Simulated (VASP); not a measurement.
HfC, 2 atoms in the cell. The structure is cubic, space group Fm-3m (No. 225). Conventional cell: a = 4.555 Å, b = 4.555 Å, c = 4.555 Å, α = 90.00°, β = 90.00°, γ = 90.00°. Within 3.0 Å of Hf (site symmetry m-3m) lie 6 C at 2.28 Å. C (site symmetry m-3m) has 6 Hf at 2.28 Å within 3.0 Å.  This cell differs from its parent crystal: volume scaled by 0.94.

* Program: VASP 6.6.1
* Task: single point
* Functional: LDA
* Potentials or basis: VASP PAW LDA potentials, release 64 (Hf_pv, C)
* Cutoff: 520 eV
* k mesh: 12 × 12 × 12
* Occupations: fermi-dirac, width 0.05 eV
* Spin: no spin polarisation
* Dipole correction: no
* Further INCAR settings: ALGO = Normal; EDIFF = 1e-07; NBANDS = 14

Potentials or basis: VASP PAW LDA potentials, release 64 (Hf_pv, C).

Run with:

```console
$ cat potpaw_LDA.64/Hf_pv/POTCAR potpaw_LDA.64/C/POTCAR > POTCAR
$ mpirun -np 1 vasp_std > vasp.out
```

Hardware: 1 thread of AMD EPYC 7R13, on a shared host.

**Question.** How long does it take, and how much memory?

**Answer.** It took 39 s on 1 thread of AMD EPYC 7R13, on a shared host, peak memory 0.12 GiB. Counts: scf iterations 14, k points 72.
